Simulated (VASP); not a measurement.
Here is a VASP 6.6.1 calculation.

Contents of POSCAR:

```
Ga3BiAs2
1.0
    4.2140814475      0.0000000000      0.0000000000
   -2.1070407238      3.6495015872      0.0000000000
    0.0000000000      0.0000000000     10.3380142566
As Bi Ga
2 1 3
Direct
    0.0000000000      0.0000000000      0.0104119404
    0.3333333333      0.6666666667      0.3245873457
    0.6666666667      0.3333333333      0.6640402504
    0.3333333333      0.6666666667      0.0831291718
    0.6666666667      0.3333333333      0.3958342070
    0.0000000000      0.0000000000      0.7719970847
```

INCAR.step1

```
SYSTEM = Ga3BiAs2
PREC = Accurate ; ENCUT = 520
ISMEAR = -1 ; SIGMA = 0.02
LREAL = .FALSE. ; LASPH = .TRUE.
NELM = 80 ; NBANDS = 41
GGA = PE ; ALGO = Normal
EDIFF = 1E-4 ; LWAVE = .TRUE.
LCHARG = .FALSE.
```

The input INCAR.step2:

```
SYSTEM = Ga3BiAs2
PREC = Accurate ; ENCUT = 520
EDIFF = 1E-6 ; ISMEAR = -1
SIGMA = 0.02 ; LREAL = .FALSE.
LASPH = .TRUE. ; NELM = 80
ALGO = Normal ; ISIF = 2
LWAVE = .FALSE. ; LCHARG = .TRUE.
METAGGA = R2SCAN ; LMIXTAU = .TRUE.
LELF = .TRUE. ; LVHAR = .TRUE.
NBANDS = 41 ; ISTART = 1
```

KPOINTS

```
Automatic mesh
0
G
  6 6 2
  0 0 0
```

Potentials or basis: VASP PAW PBE potentials, release 64 (As, Bi_d, Ga_d).

The run is started by

```console
$ cat potpaw_PBE.64/As/POTCAR potpaw_PBE.64/Bi_d/POTCAR potpaw_PBE.64/Ga_d/POTCAR > POTCAR
$ cp INCAR.step1 INCAR
$ mpirun -np 1 vasp_std > vasp.out
$ cp INCAR.step2 INCAR
$ mpirun -np 1 vasp_std > vasp.out
```

Predict the pressure.

-1.6 GPa.

What does it give for the band gap on the k mesh?

Zero (filled and empty bands touch).

Estimate the largest force.

0.058 eV/Å.

Forces in eV/Å, atoms in the order of the input:
```
As   0.000  0.000 -0.038
As   0.000  0.000 -0.032
Bi   0.000  0.000  0.058
Ga   0.000  0.000  0.041
Ga   0.000  0.000 -0.006
Ga   0.000  0.000 -0.023
```

Caveat: the PAW data sets were made with another functional, which shifts forces and pressure a little; spin-orbit coupling is left out, which moves the levels of the heavy elements.
